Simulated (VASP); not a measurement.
# CoSi (P2_13) in VASP: further runs

CoSi is run at these levels: r2SCAN; tasks: single point.

Program: VASP 6.6.1. These are calculated values, not measurements. Logs are shortened: lines on timing, memory, paths and dates and some standing lists are left out, and cuts for length are marked.

## 1. The cell of the first run

The structure is cubic, space group P2_13 (No. 198). Conventional cell: a = 4.438 Å, b = 4.438 Å, c = 4.438 Å, α = 90.00°, β = 90.00°, γ = 90.00°. Within 3.0 Å of Co (site symmetry 3) lie 7 Si at 2.28 to 2.47 Å and 6 Co at 2.72 Å. Within 3.0 Å of Si (site symmetry 3) lie 7 Co at 2.28 to 2.47 Å and 6 Si at 2.75 Å.

## 2. Single point, r2SCAN, collinear spin, ferromagnetic start

POSCAR reads:

```
CoSi
1.0
    4.4380000000      0.0000000000      0.0000000000
    0.0000000000      4.4380000000      0.0000000000
    0.0000000000      0.0000000000      4.4380000000
Co Si
4 4
Direct
    0.1400000000      0.1400000000      0.1400000000
    0.3600000000      0.8600000000      0.6400000000
    0.6400000000      0.3600000000      0.8600000000
    0.8600000000      0.6400000000      0.3600000000
    0.8430000000      0.8430000000      0.8430000000
    0.6570000000      0.1570000000      0.3430000000
    0.3430000000      0.6570000000      0.1570000000
    0.1570000000      0.3430000000      0.6570000000
```

INCAR.step1 reads:

```
SYSTEM = CoSi
PREC = Accurate ; ENCUT = 520
ISMEAR = 0 ; SIGMA = 0.1
LREAL = .False. ; LASPH = .True.
NELM = 150 ; ISPIN = 2
MAGMOM = 3 3 3 3 0 0 0 0 ; LMAXMIX = 4
NBANDS = 40 ; GGA = PE
ALGO = Normal ; EDIFF = 1E-4
LWAVE = .True. ; LCHARG = .False.
```

INCAR.step2 reads:

```
SYSTEM = CoSi
PREC = Accurate ; ENCUT = 520
EDIFF = 1E-6 ; ISMEAR = 0
SIGMA = 0.1 ; LREAL = .False.
LASPH = .True. ; NELM = 150
ALGO = Normal ; ISIF = 2
LWAVE = .False. ; LCHARG = .False.
ISPIN = 2 ; MAGMOM = 3 3 3 3 0 0 0 0
LORBIT = 11 ; LMAXMIX = 4
METAGGA = R2SCAN ; LMIXTAU = .True.
NBANDS = 40 ; ISTART = 1
```

KPOINTS reads:

```
regular mesh
0
Gamma
  4 4 4
  0 0 0
```

Potentials or basis: VASP PAW PBE potentials, release 64 (Co, Si).

Started as:

```
$ cat potpaw_PBE.64/Co/POTCAR potpaw_PBE.64/Si/POTCAR > POTCAR
$ cp INCAR.step1 INCAR
$ mpirun -np 1 vasp_std > vasp.out
$ cp INCAR.step2 INCAR
$ mpirun -np 1 vasp_std > vasp.out
```

OUTCAR:

```text
SYSTEM = CoSi
   PREC = Accurate
   ENCUT = 520
   EDIFF = 1E-6
   ISMEAR = 0
   LREAL = .False.
   LASPH = .True.
   NELM = 150
   ISIF = 2
   ISPIN = 2
   LORBIT = 11
   METAGGA = R2SCAN
   ISTART = 1

 ion  position               nearest neighbor table
   1  0.140  0.140  0.140-   5 2.28   6 2.33   7 2.33   8 2.33   7 2.47   8 2.47   6 2.47   2 2.72
                             4 2.72   2 2.72   4 2.72   3 2.72   3 2.72
   2  0.360  0.860  0.640-   6 2.28   5 2.33   7 2.33   8 2.33   7 2.47   8 2.47   5 2.47   1 2.72
                             3 2.72   1 2.72   3 2.72   4 2.72   4 2.72
   3  0.640  0.360  0.860-   7 2.28   6 2.33   5 2.33   8 2.33   8 2.47   6 2.47   5 2.47   4 2.72
                             2 2.72   2 2.72   4 2.72   1 2.72   1 2.72
   4  0.860  0.640  0.360-   8 2.28   6 2.33   7 2.33   5 2.33   6 2.47   5 2.47   7 2.47   3 2.72
                             1 2.72   1 2.72   3 2.72   2 2.72   2 2.72
   5  0.843  0.843  0.843-   1 2.28   2 2.33   3 2.33   4 2.33   3 2.47   4 2.47   2 2.47   6 2.75
                             7 2.75   8 2.75   6 2.75   8 2.75   7 2.75
   6  0.657  0.157  0.343-   2 2.28   1 2.33   3 2.33   4 2.33   3 2.47   4 2.47   1 2.47   8 2.75
                             5 2.75   5 2.75   7 2.75   7 2.75   8 2.75
   7  0.343  0.657  0.157-   3 2.28   2 2.33   1 2.33   4 2.33   4 2.47   2 2.47   1 2.47   8 2.75
                             5 2.75   8 2.75   6 2.75   6 2.75   5 2.75
   8  0.157  0.343  0.657-   4 2.28   2 2.33   3 2.33   1 2.33   2 2.47   1 2.47   3 2.47   7 2.75
                             5 2.75   7 2.75   5 2.75   6 2.75   6 2.75

  LATTYP: Found a simple cubic cell.
 ALAT       =     4.4380000000

  Lattice vectors:

 A1 = (   4.4380000000,   0.0000000000,   0.0000000000)
 A2 = (   0.0000000000,   4.4380000000,   0.0000000000)
 A3 = (   0.0000000000,   0.0000000000,   4.4380000000)

Analysis of symmetry for initial positions (statically):
=====================================================================
 Subroutine PRICEL returns:
 Original cell was already a primitive cell.

 Routine SETGRP: Setting up the symmetry group for a
 simple cubic supercell.

 Subroutine GETGRP returns: Found 12 space group operations
 (whereof  3 operations were pure point group operations)
 out of a pool of 48 trial point group operations.

The static configuration has the point symmetry C_3 .
 The point group associated with its full space group is T   .

Analysis of symmetry for dynamics (positions and initial velocities):
=====================================================================
 Subroutine PRICEL returns:
 Original cell was already a primitive cell.

 Routine SETGRP: Setting up the symmetry group for a
 simple cubic supercell.

 Subroutine GETGRP returns: Found 12 space group operations
 (whereof  3 operations were pure point group operations)
[... 166 lines left out ...]

 E-fermi :  11.9874     XC(G=0): -13.8727

 val. band max:       11.9646488885   @ k =   0.0000   0.0000   0.0000
 cond. band min:      12.2587392667   @ k =   0.5000   0.5000   0.2500
 fundamental gap:      0.2940903781
 Fermi energy:        11.9874121154

 spin component 1

 k-point     1 :       0.0000    0.0000    0.0000
  band No.  band energies     occupation
      1      -2.4261      1.00000
      2       3.3855      1.00000
      3       3.3855      1.00000
      4       3.3855      1.00000
      5       6.1744      1.00000
      6       6.1744      1.00000
[... 440 lines left out ...]
     37      20.1129      0.00000
     38      20.1129      0.00000
 Fermi energy:        11.9874121154

 spin component 2

 k-point     1 :       0.0000    0.0000    0.0000
  band No.  band energies     occupation
      1      -2.4261      1.00000
      2       3.3855      1.00000
      3       3.3855      1.00000
      4       3.3855      1.00000
      5       6.1744      1.00000
      6       6.1744      1.00000
[... 440 lines left out ...]
     37      20.1129      0.00000
     38      20.1129      0.00000
 [bands above 38 left out]

------------------------ aborting loop because EDIFF is reached ----------------------------------------

  FORCE on cell =-STRESS in cart. coord.  units (eV):
  Direction    XX          YY          ZZ          XY          YZ          ZX
  --------------------------------------------------------------------------------------
  -------------------------------------------------------------------------------------
  Total       -4.1221342     -4.1221342     -4.1221342     -0.0000000      0.0000000      0.0000000
  in kB      -75.5563223    -75.5563223    -75.5563223     -0.0000000      0.0000000      0.0000000
  external PRESSURE =     -75.5563223 kB  Pullay stress =       0.0000000 kB

 VOLUME and BASIS-vectors are now :
 -----------------------------------------------------------------------------
  energy-cutoff  :      520.00
  volume of cell :       87.41
      direct lattice vectors                 reciprocal lattice vectors
     4.438000000  0.000000000  0.000000000     0.225326724  0.000000000  0.000000000
     0.000000000  4.438000000  0.000000000     0.000000000  0.225326724  0.000000000
     0.000000000  0.000000000  4.438000000     0.000000000  0.000000000  0.225326724

 POSITION                                       TOTAL-FORCE (eV/Angst)
 -----------------------------------------------------------------------------------
      0.62132      0.62132      0.62132         0.138498      0.138498      0.138498
      1.59768      3.81668      2.84032        -0.138498     -0.138498      0.138498
      2.84032      1.59768      3.81668         0.138498     -0.138498     -0.138498
      3.81668      2.84032      1.59768        -0.138498      0.138498     -0.138498
      3.74123      3.74123      3.74123        -0.021681     -0.021681     -0.021681
      2.91577      0.69677      1.52223         0.021681      0.021681     -0.021681
      1.52223      2.91577      0.69677        -0.021681      0.021681      0.021681
      0.69677      1.52223      2.91577         0.021681     -0.021681      0.021681
 -----------------------------------------------------------------------------------
    total drift:                               -0.000000      0.000000      0.000000

  FREE ENERGIE OF THE ION-ELECTRON SYSTEM (eV)
  ---------------------------------------------------
  free  energy   TOTEN  =       -91.8735678431 eV

  energy  without entropy=      -91.8647383325  energy(sigma->0) =      -91.86915309

 total charge

# of ion       s       p       d       tot
------------------------------------------
    1        0.451   0.647   7.568   8.666
    2        0.451   0.647   7.568   8.666
    3        0.451   0.647   7.568   8.666
    4        0.451   0.647   7.568   8.666
    5        0.714   0.889   0.000   1.603
    6        0.714   0.889   0.000   1.603
    7        0.714   0.889   0.000   1.603
    8        0.714   0.889   0.000   1.603
--------------------------------------------------
tot          4.662   6.145  30.271  41.079

 magnetization (x)

# of ion       s       p       d       tot
------------------------------------------
    1       -0.000   0.000  -0.000  -0.000
    2       -0.000   0.000  -0.000  -0.000
    3       -0.000   0.000  -0.000  -0.000
    4       -0.000   0.000  -0.000  -0.000
    5       -0.000  -0.000   0.000  -0.000
    6       -0.000  -0.000   0.000  -0.000
    7       -0.000  -0.000   0.000  -0.000
    8       -0.000  -0.000   0.000  -0.000
--------------------------------------------------
tot         -0.000  -0.000  -0.000  -0.000
```

Wall time 2.3 min (1 thread of Intel Xeon 6975P-C (Granite Rapids), shared host); peak memory 0.27 GiB.

What came out:

```
Free energy                                           : -91.8736 eV
Pressure                                              : -7.6 GPa
Largest force                                         : 0.240 eV/Å
Band gap on the k mesh                                : zero (filled and empty bands overlap)
Net moment                                            : 0.00 μB per cell
Valence electrons inside the program's atomic spheres : Co 8.67; Si 1.60
```

Forces on the atoms (eV/Å):
```
Co   0.138  0.138  0.138
Co  -0.138 -0.138  0.138
Co   0.138 -0.138 -0.138
Co  -0.138  0.138 -0.138
Si  -0.022 -0.022 -0.022
Si   0.022  0.022 -0.022
Si  -0.022  0.022  0.022
Si   0.022 -0.022  0.022
```

Caveat: the starting moments collapsed, and a magnetic state may lie lower; the PAW data sets were made with another functional, which shifts forces and pressure a little.

## 3. Single point, r2SCAN

This run uses another cell than the first one, of 10.53 Å³/atom, 0.963 times its volume.

POSCAR reads:

```
CoSi
1.0
    4.3832547130      0.0000000000      0.0000000000
    0.0000000000      4.3832547130      0.0000000000
    0.0000000000      0.0000000000      4.3832547130
Co Si
4 4
Direct
    0.1456191334      0.1456191334      0.1456191334
    0.3543808666      0.8543808666      0.6456191334
    0.6456191334      0.3543808666      0.8543808666
    0.8543808666      0.6456191334      0.3543808666
    0.8435807260      0.8435807260      0.8435807260
    0.6564192740      0.1564192740      0.3435807260
    0.3435807260      0.6564192740      0.1564192740
    0.1564192740      0.3435807260      0.6564192740
```

INCAR.step1 reads:

```
SYSTEM = CoSi
ALGO = Normal ; EDIFF = 1E-4
ENCUT = 520 ; GGA = PE
ISMEAR = 0 ; LASPH = .TRUE.
LCHARG = .FALSE. ; LREAL = .FALSE.
LWAVE = .TRUE. ; NBANDS = 36
NELM = 60 ; PREC = Accurate
SIGMA = 0.1
```

INCAR.step2 reads:

```
SYSTEM = CoSi
ALGO = Normal ; EDIFF = 1E-7
ENCUT = 520 ; ISIF = 2
ISMEAR = 0 ; ISTART = 1
LASPH = .TRUE. ; LCHARG = .TRUE.
LELF = .TRUE. ; LMIXTAU = .TRUE.
LREAL = .FALSE. ; LVHAR = .TRUE.
LWAVE = .FALSE. ; METAGGA = R2SCAN
NBANDS = 36 ; NELM = 60
PREC = Accurate ; SIGMA = 0.1
```

KPOINTS reads:

```
k-points
0
G
  8 8 8
  0 0 0
```

Potentials or basis: VASP PAW PBE potentials, release 64 (Co, Si).

Started as:

```
$ cat potpaw_PBE.64/Co/POTCAR potpaw_PBE.64/Si/POTCAR > POTCAR
$ cp INCAR.step1 INCAR
$ mpirun -np 1 vasp_std > vasp.out
$ cp INCAR.step2 INCAR
$ mpirun -np 1 vasp_std > vasp.out
```

Wall time 3.5 min (1 thread of Intel Xeon 6975P-C (Granite Rapids), shared host); peak memory 0.28 GiB.

It converged, with:

- Free energy: -91.9664 eV
- Pressure: 0.1 GPa
- Largest force: 0.008 eV/Å
- Band gap on the k mesh: zero (band 26 reaches 12.52 eV, above the bottom of band 27 at 12.32 eV)

Forces in eV/Å, atoms in the order of the input:
```
Co   0.005  0.005  0.005
Co  -0.005 -0.005  0.005
Co   0.005 -0.005 -0.005
Co  -0.005  0.005 -0.005
Si   0.004  0.004  0.004
Si  -0.004 -0.004  0.004
Si   0.004 -0.004 -0.004
Si  -0.004  0.004 -0.004
```

Levels at points of the mesh, in eV from the Fermi level:
| k point | band 24 | band 25 | band 26 | band 27 | band 28 | band 29 |
| --- | --- | --- | --- | --- | --- | --- |
| (0.00, 0.00, 0.00) | -0.90 | -0.03 | -0.03 | -0.03 | 2.83 | 2.83 |
| (0.50, 0.00, 0.00) | -0.75 | -0.54 | -0.54 | 1.07 | 1.07 | 1.69 |
| (0.50, 0.50, 0.00) | -1.13 | -0.07 | -0.07 | 0.66 | 0.66 | 2.26 |
| (0.50, 0.50, 0.50) | -1.37 | -0.23 | -0.23 | -0.23 | -0.23 | 6.06 |

Caveat: the PAW data sets were made with another functional, which shifts forces and pressure a little.
